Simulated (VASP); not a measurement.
# H12C5O3 in VASP: notebook

H12C5O3 is run at these levels: PBEsol; tasks: single point.

All numbers are computed with VASP 6.6.1; they aren't measurements. Logs are shortened: lines on timing, memory, paths and dates and some standing lists are left out, and cuts for length are marked.

## Step 1: The cell of the first run

The cell holds an amorphous packing of atoms, 40 atoms: a = 6.398 Å, b = 6.562 Å, c = 6.129 Å, α = 91.72°, β = 91.91°, γ = 95.72°.

## Step 2: Single point, PBEsol

The input, INCAR:

```
  ALGO = Normal
  EDIFF = 1E-6
  ENCUT = 520
  GGA = PS
  ISIF = 2
  ISMEAR = -1
  LASPH = T
  LCHARG = F
  LREAL = Auto
  LWAVE = F
  NBANDS = 76
  NELM = 100
  PREC = Accurate
  SIGMA = 0.05
```

The input, KPOINTS:

```
k-points
0
Gamma
  1 1 1
```

The input, POSCAR:

```
H12C5O3
1.0
    6.3891020000     -0.3243000000     -0.1069130000
   -0.3243000000      6.5533890000     -0.0978620000
   -0.1069130000     -0.0978620000      6.1274060000
C H O
10 24 6
Direct
    0.8176922136      1.0547835792      0.8974833981
    0.9034858431      0.9221500301      0.7184341674
    0.3573857100      1.0199320009      0.7511697061
    0.4394377292      0.8347944081      0.6480844025
    0.9388204212      0.3539974989      0.4192010471
    0.3181564368      0.3993275371      0.0620318044
    0.5186663179      0.3114437793      0.4200685711
    0.1291581563      0.9031285882      0.3041728679
    0.6182810021      0.7347978314      0.1942275511
    0.9729761017      0.5533699140      0.8809564244
    0.7326623085      1.1608143068      0.7885116043
    0.7089888150      0.9785598116      1.0050686933
    0.9535715168      1.1534460808      0.9905541973
    1.0561822655      0.8693150654      0.7841642166
    0.7902420633      0.8135969845      0.6237561829
    0.9760134963      1.0260685262      0.5845477922
    0.2735362011      1.1065881636      0.6396242565
    0.2621700162      0.9954179289      0.8924727645
    0.4892637602      1.1316000498      0.8210243128
    0.5665518910      0.7579637781      0.7459351663
    0.2995222648      0.7258333234      0.6471668965
    0.4960082557      0.8706413972      0.4863611843
    0.9150422221      0.1771894296      0.3969167411
    1.0762126956      0.4350731041      0.5138615349
    0.4932553794      0.3741837759      0.0665132660
    0.2850652396      0.4658325516     -0.0987588410
    0.4568919360      0.4681386337      0.3742465687
    0.5629670574      0.3283090429      0.5984616454
    0.1612331139      1.0385692570      0.3940287914
    0.1397648187      0.8885524196      0.1226617255
    0.7243583632      0.6918084071      0.0846108582
    0.6693309748      0.8505159243      0.3208361535
    1.1096584556      0.5606421638      0.7801184511
    1.0016598804      0.6280603586      1.0431581824
    0.8000687974      0.4603061656      0.3801582982
    0.1971330251      0.3242125881      0.1988613412
    0.5363262318      0.1533270778      0.3135168685
    0.1047735173      0.7565535359      0.4139662841
    0.4305399013      0.6836539125      0.1688698369
    0.8006737444      0.4595006638      0.8443328361
```

Potentials or basis: VASP PAW PBE potentials, release 64 (C, H, O).

On the command line:

```sh
cat potpaw_PBE.64/C/POTCAR potpaw_PBE.64/H/POTCAR potpaw_PBE.64/O/POTCAR > POTCAR
mpirun -np 1 vasp_gam > vasp.out
```

OUTCAR:

```text
EDIFF = 1E-6
   ENCUT = 520
   GGA = PS
   ISIF = 2
   ISMEAR = -1
   LASPH = T
   LREAL = Auto
   NELM = 100
   PREC = Accurate

 ion  position               nearest neighbor table
   1  0.818  0.055  0.897-  12 1.07  11 1.14  13 1.15   2 1.53
   2  0.903  0.922  0.718-  15 1.10  14 1.13  16 1.16   1 1.53
   3  0.357  0.020  0.751-  17 1.07  18 1.08  19 1.13   4 1.50
   4  0.439  0.835  0.648-  21 1.09  22 1.09  20 1.16   3 1.50
   5  0.939  0.354  0.419-  24 1.12  23 1.16  35 1.20
   6  0.318  0.399  0.062-  26 1.11  25 1.15  36 1.24  39 2.01
   7  0.519  0.311  0.420-  28 1.12  27 1.18  37 1.23  35 1.99
   8  0.129  0.903  0.304-  29 1.03  30 1.12  38 1.19
   9  0.618  0.735  0.194-  31 1.02  32 1.09  39 1.22
  10  0.973  0.553  0.881-  33 1.09  34 1.10  40 1.22
  11  0.733  0.161  0.789-   1 1.14
  12  0.709  0.979  0.005-   1 1.07
  13  0.954  0.153  0.991-   1 1.15
  14  0.056  0.869  0.784-   2 1.13
  15  0.790  0.814  0.624-   2 1.10
  16  0.976  0.026  0.585-   2 1.16
[... 16 lines left out ...]
  33  0.110  0.561  0.780-  10 1.09
  34  0.002  0.628  0.043-  10 1.10
  35  0.800  0.460  0.380-   5 1.20   7 1.99
  36  0.197  0.324  0.199-   6 1.24
  37  0.536  0.153  0.314-   7 1.23
  38  0.105  0.757  0.414-   8 1.19
  39  0.431  0.684  0.169-   9 1.22   6 2.01
  40  0.801  0.460  0.844-  10 1.22

  LATTYP: Found a triclinic cell.
 ALAT       =     6.3982204749
 B/A-ratio  =     1.5021456351
 C/A-ratio  =     0.9579413522
 COS(alpha) =     0.0017000379
 COS(beta)  =     0.0333144312
 COS(gamma) =     0.7337992555

  Lattice vectors:

 A1 = (   6.3891020000,  -0.3243000000,  -0.1069130000)
 A2 = (   6.7134020000,  -6.8776890000,  -0.0090510000)
 A3 = (   0.1069130000,   0.0978620000,  -6.1274060000)

Analysis of symmetry for initial positions (statically):
=====================================================================
 Subroutine PRICEL returns:
 Original cell was already a primitive cell.

 Routine SETGRP: Setting up the symmetry group for a
 triclinic supercell.

 Subroutine GETGRP returns: Found  1 space group operations
 (whereof  1 operations were pure point group operations)
 out of a pool of  2 trial point group operations.

The static configuration has the point symmetry C_1 .

Analysis of symmetry for dynamics (positions and initial velocities):
=====================================================================
 Subroutine PRICEL returns:
 Original cell was already a primitive cell.

 Routine SETGRP: Setting up the symmetry group for a
 triclinic supercell.

 Subroutine GETGRP returns: Found  1 space group operations
 (whereof  1 operations were pure point group operations)
 out of a pool of  2 trial point group operations.

The dynamic configuration has the point symmetry C_1 .

 Subroutine INISYM returns: Found  1 space group operations
 (whereof  1 operations are pure point group operations),
 and found     1 'primitive' translations

----------------------------------------------------------------------------------------

                                     Primitive cell

  volume of cell :     255.7688

  direct lattice vectors                    reciprocal lattice vectors
     6.389102000 -0.324300000 -0.106913000     0.156960862  0.007810101  0.002863442
    -0.324300000  6.553389000 -0.097862000     0.007810101  0.153017822  0.002580151
    -0.106913000 -0.097862000  6.127406000     0.002863442  0.002580151  0.163292368

  length of vectors
     6.398220475  6.562137978  6.129119973     0.157181135  0.153238732  0.163337852

  position of ions in fractional coordinates (direct lattice)
     0.817692214  0.054783579  0.897483398
     0.903485843  0.922150030  0.718434167
     0.357385710  0.019932001  0.751169706
     0.439437729  0.834794408  0.648084402
     0.938820421  0.353997499  0.419201047
     0.318156437  0.399327537  0.062031804
[... 32 lines left out ...]
     0.430539901  0.683653912  0.168869837
     0.800673744  0.459500664  0.844332836

  ion indices of the primitive-cell ions
   primitive index   ion index
                 1           1
                 2           2
                 3           3
                 4           4
                 5           5
                 6           6
[... 32 lines left out ...]
                39          39
                40          40

----------------------------------------------------------------------------------------

 KPOINTS: k-points

Automatic generation of k-mesh.
 Grid dimensions read from file:
 generate k-points for:    1    1    1

 Generating k-lattice:

  Cartesian coordinates                     Fractional coordinates (reciprocal lattice)
     0.156960862  0.007810101  0.002863442     1.000000000 -0.000000000 -0.000000000
     0.007810101  0.153017822  0.002580151    -0.000000000  1.000000000  0.000000000
     0.002863442  0.002580151  0.163292368    -0.000000000  0.000000000  1.000000000

  Length of vectors
     0.157181135  0.153238732  0.163337852

  Shift w.r.t. Gamma in fractional coordinates (k-lattice)
     0.000000000  0.000000000  0.000000000

 Subroutine IBZKPT returns following result:
 ===========================================

 Found      1 irreducible k-points:

 Following reciprocal coordinates:
            Coordinates               Weight
  0.000000  0.000000  0.000000      1.000000
   k-points           NKPTS =      1   k-points in BZ     NKDIM =      1   number of bands    NBANDS=     76
   number of dos      NEDOS =    301   number of ions     NIONS =     40
   total plane-waves  NPLWV = 115200
   dimension x,y,z NGX =    48 NGY =   50 NGZ =   48
   dimension x,y,z NGXF=    96 NGYF=  100 NGZF=   96
   ions per type =              10  24   6
   NGX,Y,Z   is equivalent  to a cutoff of  12.47, 12.67, 13.02 a.u.
   NGXF,Y,Z  is equivalent  to a cutoff of  24.94, 25.33, 26.04 a.u.
 SYSTEM =  unknown system
   PREC   = accura    normal or accurate (medium, high low for compatibility)
   ISTART =      0    job   : 0-new  1-cont  2-samecut
   ICHARG =      2    charge: 1-file 2-atom 10-const
   ISPIN  =      1    spin polarized calculation?
   LNONCOLLINEAR =      F non collinear calculations
   LSORBIT =      F    spin-orbit coupling
   LASPH  =      T    aspherical Exc in radial PAW
   ENCUT  =  520.0 eV  38.22 Ry    6.18 a.u.  11.90 12.20 11.40*2*pi/ulx,y,z
   NELM   =    100;   NELMIN=  2; NELMDL= -5     # of ELM steps
   EDIFF  = 0.1E-05   stopping-criterion for ELM
   LREAL  =      T    real-space projection
   EDIFFG = 0.1E-04   stopping-criterion for IOM
   NSW    =      0    number of steps for IOM
   IBRION =     -1    ionic relax: 0-MD 1-quasi-New 2-CG
   NFREE  =      0    steps in history (QN), initial steepest desc. (CG)
   ISIF   =      2    stress and relaxation
   ISYM   =      2    0-nonsym 1-usesym 2-fastsym
   POTIM  = 0.5000    time-step for ionic-motion
   TEBEG  =    0.0;   TEEND  =   0.0 temperature during run
   PSTRESS=    0.0 pullay stress
   NELECT =     100.0000    total number of electrons
   NUPDOWN=      -1.0000    fix difference up-down
   EMIN   =  10.00;   EMAX   =-10.00  energy-range for DOS
[... 5 lines left out ...]
     AMIX     =   0.40;   BMIX     =  1.00
     AMIX_MAG =   1.60;   BMIX_MAG =  1.00
  volume/ion in A,a.u.               =       6.39        43.15
  Fermi-wavevector in a.u.,A,eV,Ry     =   1.197087  2.262166 19.497375  1.433017
  Thomas-Fermi vector in A             =   2.333011
   LORBIT       =      0    0 simple, 1 ext, 2 COOP (PROOUT), +10 PAW based schemes
   GGA     = PS    functional components
   LHFCALC =     F    Hartree Fock is set to
   AEXX    =    0.0000 exact exchange contribution
   IVDW    =     0    specifies the selected vdW correction
   LEPSILON=     F    determine dielectric tensor
   LRPA    =     F    only Hartree local field effects (RPA)
 non-spin polarized calculation
  energy-cutoff  :      520.00
  volume of cell :      255.77
 maximum number of plane-waves:      3441
 NGX is ok and might be reduce to    48
   NGX = 23   NGY = 25   NGZ = 23

 number of electron     100.0000005 magnetization

 Free energy of the ion-electron system (eV)
  ---------------------------------------------------
  ext. energy  EPLUGINS =         0.00000000
  ---------------------------------------------------
  free energy    TOTEN  =      -210.42331053 eV

  energy without entropy =     -210.42331052  energy(sigma->0) =     -210.42331052

 E-fermi :   1.8567     XC(G=0):  -9.6201

 val. band max:        0.8163521369   @ k =   0.0000   0.0000   0.0000
 cond. band min:       2.8968202709   @ k =   0.0000   0.0000   0.0000
 fundamental gap:      2.0804681340
 Fermi energy:         1.8566742116

 k-point     1 :       0.0000    0.0000    0.0000
  band No.  band energies     occupation
      1     -21.4909      2.00000
      2     -21.0565      2.00000
      3     -20.7596      2.00000
      4     -20.6317      2.00000
      5     -20.2880      2.00000
      6     -19.5000      2.00000
[... 54 lines left out ...]
     61       7.9498      0.00000
     62       8.2764      0.00000
 [bands above 62 left out]

------------------------ aborting loop because EDIFF is reached ----------------------------------------

  FORCE on cell =-STRESS in cart. coord.  units (eV):
  Direction    XX          YY          ZZ          XY          YZ          ZX
  --------------------------------------------------------------------------------------
  -------------------------------------------------------------------------------------
  Total       23.8871332     18.0408103     15.2279477      1.1164809      1.5379815      0.0545384
  in kB      149.6328587    113.0105481     95.3903231      6.9938166      9.6341647      0.3416371
  external PRESSURE =     119.3445766 kB  Pullay stress =       0.0000000 kB

 VOLUME and BASIS-vectors are now :
 -----------------------------------------------------------------------------
  energy-cutoff  :      520.00
  volume of cell :      255.77
      direct lattice vectors                 reciprocal lattice vectors
     6.389102000 -0.324300000 -0.106913000     0.156960862  0.007810101  0.002863442
    -0.324300000  6.553389000 -0.097862000     0.007810101  0.153017822  0.002580151
    -0.106913000 -0.097862000  6.127406000     0.002863442  0.002580151  0.163292368

 POSITION                                       TOTAL-FORCE (eV/Angst)
 -----------------------------------------------------------------------------------
      5.11060      0.00601      5.40646         1.747275      1.249630     -2.324380
      5.39660      5.67990      4.21530         1.486907      1.455332      0.314815
      2.19660     -0.05879      4.56256         2.313330      0.707582      1.372711
      2.46760      5.26480      3.84240         0.519966     -0.635064      1.879454
      5.83860      1.97440      2.43360         1.012542     -0.790657      0.945315
      1.89660      2.50770      0.30700         1.913065     -0.729974     -0.429764
[... 32 lines left out ...]
      2.51100      4.32410      0.92180        -0.707632      0.091401      0.291159
      4.87630      2.66900      5.04300        -0.002317      0.324829     -0.518848
 -----------------------------------------------------------------------------------
    total drift:                                0.002962      0.006796     -0.037872

  FREE ENERGIE OF THE ION-ELECTRON SYSTEM (eV)
  ---------------------------------------------------
  free  energy   TOTEN  =      -210.4233105264 eV

  energy  without entropy=     -210.4233105224  energy(sigma->0) =     -210.42331052
```

Wall time 21 s (1 thread of Intel Xeon 6975P-C (Granite Rapids), shared host); peak memory 0.31 GiB.

Results:

* Free energy: -210.4233 eV
* Pressure: 11.9 GPa
* Largest force: 3.165 eV/Å
* Band gap on the k mesh: 2.08 eV

Forces in eV/Å, atoms in the order of the input:
```
C    1.747  1.250 -2.324
C    1.487  1.455  0.315
C    2.313  0.708  1.373
C    0.520 -0.635  1.879
C    1.013 -0.791  0.945
C    1.913 -0.730 -0.430
C    0.911  2.225  1.349
C    0.427 -1.196 -2.087
C   -1.112  1.580  0.762
C   -1.366  0.157  0.994
H    0.541 -0.419  1.392
H   -0.562 -0.189  0.523
H   -1.328 -0.795 -0.570
H   -1.425 -0.461 -0.506
H    0.582 -0.174  0.520
H   -0.934 -0.793  1.597
H   -0.618  0.409 -0.654
H   -0.103 -0.355  0.451
H   -0.693 -0.417 -0.333
H   -1.290  1.110 -0.492
H    0.222 -0.751 -0.804
H   -0.480 -0.080  0.417
H   -0.081  1.397 -0.059
H    0.140 -0.779 -0.358
H   -1.091 -0.177  0.073
H   -0.493 -0.441  0.300
H    0.364 -2.289  0.178
H   -0.195 -0.395 -0.159
H    0.367  3.027  0.236
H   -0.162  0.367  0.321
H    2.105 -1.384 -1.858
H    0.446  0.196  0.347
H    0.091 -0.057 -1.031
H    0.378  0.340  0.455
O   -1.066  1.326 -0.704
O   -0.472  0.586 -1.427
O   -0.509 -0.785 -0.432
O   -0.877 -2.457  0.031
O   -0.708  0.091  0.291
O   -0.002  0.325 -0.519
```

Stress tensor (GPa, compression positive):
```
14.96  0.70  0.03
 0.70 11.30  0.96
 0.03  0.96  9.54
```

Caveat: the k points lie up to 1.03 Å⁻¹ apart; the PAW data sets were made with another functional, which shifts forces and pressure a little.

## Step 3: Single point, PBEsol

This run uses another cell than the first one, of 6.69 Å³/atom, 1.046 times its volume.

The input, INCAR:

```
  PREC = Accurate
  ENCUT = 520
  EDIFF = 1E-7
  ISMEAR = -1
  SIGMA = 0.05
  LREAL = Auto
  LASPH = True
  NELM = 100
  ALGO = Normal
  ISIF = 2
  LWAVE = False
  LCHARG = True
  GGA = PS
  LELF = True
  LVHAR = True
  NBANDS = 76
```

The input, KPOINTS:

```
regular mesh
0
Gamma
  1 1 1
```

The input, POSCAR:

```
H12C5O3
1.0
    6.3467570000     -0.1068580000     -0.0378360000
   -0.1068580000      6.4952230000      0.0436110000
   -0.0378360000      0.0436110000      6.4944190000
C H O
10 24 6
Direct
    0.8829658707      1.0944917077      0.8778577451
    0.9241588689      0.8964635985      0.7801422731
    0.3756047298      1.0517690377      0.8796387608
    0.4526831017      0.8758838079      0.7684335657
    0.8980665887      0.4122278119      0.3451889354
    0.3442017104      0.4229972045      0.0096199344
    0.5599560531      0.2374468192      0.5426553482
    0.1135526893      0.8379465994      0.2656207877
    0.5460954835      0.7759153752      0.1538896125
    0.8951693356      0.4804781065      0.8769245557
    0.8222761507      1.1870523376      0.7543312344
    0.7603503307      1.0997298349      0.9896356082
    1.0228935238      1.1435207892      0.9557640359
    0.9422739738      0.7977572672      0.9075270453
    0.8174628565      0.8392260798      0.6808353505
    1.0708280784      0.8888953215      0.6845339417
    0.2332951151      1.0935499734      0.7905920678
    0.3365464443      1.0231597124      1.0504731144
    0.5139596083      1.1619521734      0.8778109758
    0.5668847520      0.7860853152      0.8478767207
    0.3337728987      0.7626975576      0.7446650159
    0.5380849921      0.9197430217      0.6320115888
    0.8575445203      0.2486720637      0.3291597319
    1.0637185501      0.4756699432      0.3550590766
    0.4880837253      0.4369534574      0.1019353939
    0.3707522580      0.4489793987     -0.1560035868
    0.4268287808      0.3092474224      0.6140445980
    0.7219136759      0.2554998940      0.5896095894
    0.1590508119      1.0054278872      0.2595105322
    0.0474298945      0.7691827075      0.1250842809
    0.6748217052      0.6956156886      0.0924326038
    0.5648855673      0.9159807464      0.2513891041
    0.9990215655      0.5004202548      0.7340418215
    0.9895627663      0.4857189888      1.0178521598
    0.7492125137      0.5301926569      0.3333977947
    0.1798574421      0.3364230129      0.0544980763
    0.5556440198      0.1308026496      0.3848256346
    0.0771964753      0.7641548285      0.4332173901
    0.3688812209      0.6992746207      0.1553119570
    0.7088983794      0.4449314068      0.8764476046
```

Potentials or basis: VASP PAW PBE potentials, release 64 (C, H, O).

On the command line:

```sh
cat potpaw_PBE.64/C/POTCAR potpaw_PBE.64/H/POTCAR potpaw_PBE.64/O/POTCAR > POTCAR
mpirun -np 1 vasp_gam > vasp.out
```

It took 24 s on 1 thread of Intel Xeon 6975P-C (Granite Rapids), shared host; peak memory 0.3 GiB.

Results (log left out):

| Property | Result |
| --- | --- |
| Free energy | -208.8091 eV |
| Pressure | 18.6 GPa |
| Largest force | 4.150 eV/Å |
| Band gap on the k mesh | 2.30 eV |

Forces in eV/Å, atoms in the order of the input:
```
C   -0.583 -1.409 -1.224
C    3.290  1.393  1.188
C    0.280 -0.091  0.611
C    0.817 -0.666  0.327
C   -0.317  1.233 -0.450
C    1.637 -0.014 -0.869
C    0.362 -0.796 -3.310
C   -0.666  1.506 -0.280
C    0.738  1.003  1.688
C    1.146  1.421 -0.915
H    0.805  0.471  0.271
H   -0.733 -0.664  0.755
H    0.261  0.828  0.099
H    0.361 -1.884  1.136
H   -3.049 -1.474 -2.398
H   -0.722  0.613  0.890
H    0.613  0.545  0.373
H    0.084  0.322 -1.912
H   -1.144  0.284  0.270
H    0.902 -0.219  0.661
H   -1.277 -1.082 -0.825
H   -0.299 -0.076 -0.638
H    0.276 -0.879  0.020
H   -0.378 -0.329  0.213
H    0.268 -1.004  0.305
H   -0.010  0.972 -0.164
H   -0.379  0.181 -0.046
H    0.228  0.998  1.084
H    0.470  0.025 -0.472
H   -0.198 -0.076 -0.335
H    0.560 -0.249 -0.720
H    0.648 -0.253 -0.722
H   -0.472 -0.217  0.210
H   -0.245  0.597  0.440
O    0.431 -0.832  0.656
O   -0.355 -0.678  2.407
O   -1.504  0.959  0.802
O    0.466 -0.750  1.440
O   -1.658 -0.280 -0.163
O   -0.653  0.570 -0.406
```

Stress tensor (GPa, compression positive):
```
21.26  0.97  2.27
 0.97 21.94 -0.56
 2.27 -0.56 12.70
```

Levels at points of the mesh, in eV from the valence-band top:
| k point | band 48 | band 49 | band 50 | band 51 | band 52 | band 53 |
| --- | --- | --- | --- | --- | --- | --- |
| (0.00, 0.00, 0.00) | -0.64 | -0.40 | 0.00 | 2.30 | 2.53 | 2.74 |

Caveat: the k points lie up to 0.99 Å⁻¹ apart; the PAW data sets were made with another functional, which shifts forces and pressure a little.

(Continued in part 2 of 3.)
